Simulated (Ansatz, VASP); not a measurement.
**SrO: VASP beside Ansatz**

```
Sr O
1.0
     3.91744    0.00000    0.00000
    -1.95872    3.39260    0.00000
     0.00000    0.00000    6.14103
Sr O
2 2
Direct
  0.33333 0.66667 0.93813
  0.66667 0.33333 0.43813
  0.33333 0.66667 0.43687
  0.66667 0.33333 0.93687
```

Alike in both runs: task single point; functional LDA; k mesh 9 × 9 × 6; occupations gaussian, width 0.05 eV; no spin polarisation.

|  | VASP | Ansatz |
| --- | --- | --- |
| version | VASP 6.6.1 | Ansatz 0.2.0 |
| potentials or method | VASP PAW LDA potentials, release 64 (Sr_sv, O), cutoff 520 eV | scalar-relativistic, plane waves, PAW |
| valence electrons in the cell | 32 | 32 |

VASP gave:

```
gap on the k mesh at the Fermi level (eV)                     : 1.73
least direct gap on the mesh (eV)                             : 2.43
pressure (GPa)                                                : 4.7
traceless stress, the component that is largest in VASP (GPa) : -13.85
rms of the force components (eV/Å)                            : 0.015
```

**Question.** Estimate Ansatz's values.

**Answer.** gap on the k mesh at the Fermi level (eV): 1.73; least direct gap on the mesh (eV): 2.44; pressure (GPa): 3.9; traceless stress, the component that is largest in VASP (GPa): -12.97; rms of the force components (eV/Å): 0.014.

LDA's correlation is that of Perdew and Zunger in VASP and of Perdew and Wang (1992) in Ansatz. Atom by atom the forces differ by 0.001 eV/Å (rms over components).
